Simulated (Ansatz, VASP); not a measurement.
## One calculation of Sr3Al2O, two programs

```
Sr Al O
1.0
     5.38984    0.00000    0.00000
    -2.69492    4.66774    0.00000
     0.00000    0.00000   10.56550
Sr Al O
3 2 1
Direct
  0.00000 0.00000 0.20061
  0.00000 0.00000 0.79939
  0.33333 0.66667 0.50000
  0.66667 0.33333 0.61797
  0.66667 0.33333 0.38203
  0.00000 0.00000 0.00000
```

Alike in both runs: functional PBE; k mesh 6 × 6 × 4; occupations gaussian, width 0.1 eV; no spin polarisation.

Ansatz relaxed the structure, and its values are those at the end. VASP's run is a single point on that final structure, the one shown.

|  | VASP | Ansatz |
| --- | --- | --- |
| version | VASP 6.6.1 | Ansatz 0.2.0 |
| potentials or method | VASP PAW PBE potentials, release 64 (Sr_sv, Al, O), cutoff 520 eV | scalar-relativistic, plane waves, PAW |
| valence electrons in the cell | 42 | 42 |

Ansatz gave:

* gap on the k mesh at the Fermi level (eV): none
* pressure (GPa): 0.0
* rms of the force components (eV/Å): 0.003

Q: Estimate VASP's values.

A: gap on the k mesh at the Fermi level (eV): none; pressure (GPa): 0.1; rms of the force components (eV/Å): 0.062.

A gap of «none» marks a metal or a gap that the smearing closes.
